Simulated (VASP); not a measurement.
A run of VASP 6.6.1:

File INCAR:

```
SYSTEM = H3C5
  PREC = Accurate
  ENCUT = 520
  EDIFF = 1E-7
  ISMEAR = 0
  SIGMA = 0.05
  LREAL = Auto
  LASPH = .TRUE.
  NELM = 100
  ALGO = Normal
  ISIF = 2
  LWAVE = .FALSE.
  LCHARG = .FALSE.
  GGA = PE
  NBANDS = 68
```

KPOINTS

```
regular mesh
0
G
  2 2 1
  0 0 0
```

File POSCAR:

```
H3C5
1.0
    5.0487420000      0.0000000000      0.0000000000
    0.0000000000      5.0487420000      0.0000000000
    0.0000000000      0.0000000000     17.1355610000
H C
12 20
Direct
    0.4277869616      0.0000000000      0.0583581711
    0.0722132365      0.0000000000      0.0583581711
    0.9277869616      0.0000000000      0.0583581711
    0.5722132365      0.0000000000      0.0583581711
    0.4277869616      0.5000000000      0.0583581711
    0.0722132365      0.5000000000      0.0583581711
    0.9277869616      0.5000000000      0.0583581711
    0.5722132365      0.5000000000      0.0583581711
    0.7500410993      0.0065412334      0.3610684821
    0.2485363681      0.5174766308      0.3668201467
    0.7499723694      0.4969729093      0.3607013508
    1.2472184160      0.8500285814      0.3840380831
    0.2500000990      0.0000000000      0.0953981022
    0.7500000990      0.0000000000      0.0953981022
    0.2500000990      0.5000000000      0.0953981022
    0.7500000990      0.5000000000      0.0953981022
    0.2500000990      0.2500000990      0.1474827699
    0.7500000990      0.2500000990      0.1474827699
    0.2500000990      0.7500000990      0.1474827699
    0.7500000990      0.7500000990      0.1474827699
    0.0017911393      0.2521016126      0.1970171855
    0.4980900193      0.2521144871      0.1970477652
    0.0007370153      0.7498729386      0.2048097521
    0.4991502834      0.7498844267      0.2048307610
    0.0014122330      0.0146281985      0.2550393886
    0.4982536244      0.0146226525      0.2550825736
    0.0016608098      0.4834445888      0.2549370283
    0.4979856368      0.4834842026      0.2549926437
    0.2497020050      0.0835558640      0.3018916626
    0.7498671946      0.0894820928      0.3018251343
    0.2496497147      0.4133239528      0.3063198223
    0.7498600642      0.4131645071      0.3014906253
```

Potentials or basis: VASP PAW PBE potentials, release 64 (H, C).

The run is started by

```bash
$ cat potpaw_PBE.64/H/POTCAR potpaw_PBE.64/C/POTCAR > POTCAR
$ mpirun -np 1 vasp_std > vasp.out
```

Hardware: 1 thread of Intel(R) Xeon(R) 6975P-C (Granite Rapids) (shared host).

How long does it take, and how much memory?

It took 2.5 min on 1 thread of Intel(R) Xeon(R) 6975P-C (Granite Rapids), with other jobs on the host, peak memory 0.49 GiB. Counts: scf iterations 27, k points 4.
